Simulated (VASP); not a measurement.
A run of VASP 6.6.1:

The input INCAR:

```
SYSTEM = Cd3Te2
PREC = Accurate
ENCUT = 500
EDIFF = 1E-7
ISMEAR = 0
SIGMA = 0.2
LREAL = .FALSE.
LASPH = .TRUE.
NELM = 120
ALGO = Normal
ISIF = 3
LWAVE = .FALSE.
LCHARG = .FALSE.
GGA = PE
IBRION = 2
NSW = 36
EDIFFG = -0.08
GGA_COMPAT = .FALSE.
NELMIN = 4
```

File KPOINTS:

```
regular mesh
0
G
  2 2 4
  0 0 0
```

The input POSCAR:

```
Cd3Te2
1.0
    7.9700000000      0.0000000000      0.0000000000
    0.0000000000      7.9700000000      0.0000000000
    0.0000000000      0.0000000000      4.2300000000
Cd Te
6 4
Direct
    0.3190000000      0.1810000000      0.5000000000
    0.6810000000      0.8190000000      0.5000000000
    0.8190000000      0.3190000000      0.5000000000
    0.1810000000      0.6810000000      0.5000000000
    0.0000000000      0.0000000000      0.0000000000
    0.5000000000      0.5000000000      0.0000000000
    0.1110000000      0.3890000000      0.0000000000
    0.8890000000      0.6110000000      0.0000000000
    0.3890000000      0.8890000000      0.0000000000
    0.6110000000      0.1110000000      0.0000000000
```

Potentials or basis: VASP PAW PBE potentials, release 64 (Cd, Te).

Run with:

```console
$ cat potpaw_PBE.64/Cd/POTCAR potpaw_PBE.64/Te/POTCAR > POTCAR
$ mpirun -np 1 vasp_std > vasp.out
```

Hardware: 1 thread of Oxide Virtual Turin-like Processor, on a shared host.

Question: How long does it take, and how much memory?

Answer: Run time: 72 min on 1 thread of Oxide Virtual Turin-like Processor, with other jobs on the host, peak memory 0.37 GiB. Counts: scf iterations 352, k points 9, ion steps 32.
